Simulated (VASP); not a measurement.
# Hf: single point with revPBE+D3(BJ)

Crystal: Hf.

```
CELL_PARAMETERS angstrom
0.00000 2.20330 2.20330
2.20330 0.00000 2.20330
2.20330 2.20330 0.00000
ATOMIC_POSITIONS crystal
Hf 0.00000 0.00000 0.00000
```

This isn't the form of Hf at room conditions, which is hcp.

```
Program             : VASP 6.6.1
Task                : single point
Functional          : revPBE
Dispersion          : D3(BJ)
Potentials or basis : VASP PAW PBE potentials, release 64 (Hf_pv)
Cutoff              : 520 eV
k mesh              : 10 × 10 × 10
Occupations         : fermi-dirac, width 0.1 eV
Spin                : no spin polarisation
```

- Pressure: 1.3 GPa
- Band gap on the k mesh: zero (bands 5 and 6 overlap by 1.84 eV)
- Dispersion energy per atom: -0.824 eV

Levels at points of the mesh, in eV from the Fermi level:
| k point | band 1 | band 2 | band 3 | band 4 | band 5 | band 6 | band 7 | band 8 | band 9 | band 10 |
| --- | --- | --- | --- | --- | --- | --- | --- | --- | --- | --- |
| (0.00, 0.00, 0.00) | -29.87 | -29.87 | -29.87 | -7.37 | 1.44 | 1.44 | 1.44 | 4.40 | 4.40 | 11.42 |
| (0.50, 0.00, 0.00) | -30.81 | -30.00 | -30.00 | -3.76 | 0.70 | 1.20 | 1.20 | 6.64 | 6.64 | 9.99 |
| (0.50, 0.50, 0.00) | -30.75 | -30.21 | -30.21 | -3.44 | -2.29 | 2.74 | 6.67 | 7.31 | 7.31 | 10.28 |

Wall time 7.9 s on 1 thread of AMD EPYC 9R45 (Zen 5), on a shared host, peak memory 0.12 GiB.

Caveat: three body term missing; the PAW data sets were made with another functional, which shifts forces and pressure a little; spin-orbit coupling is left out, which moves the levels of the heavy elements.
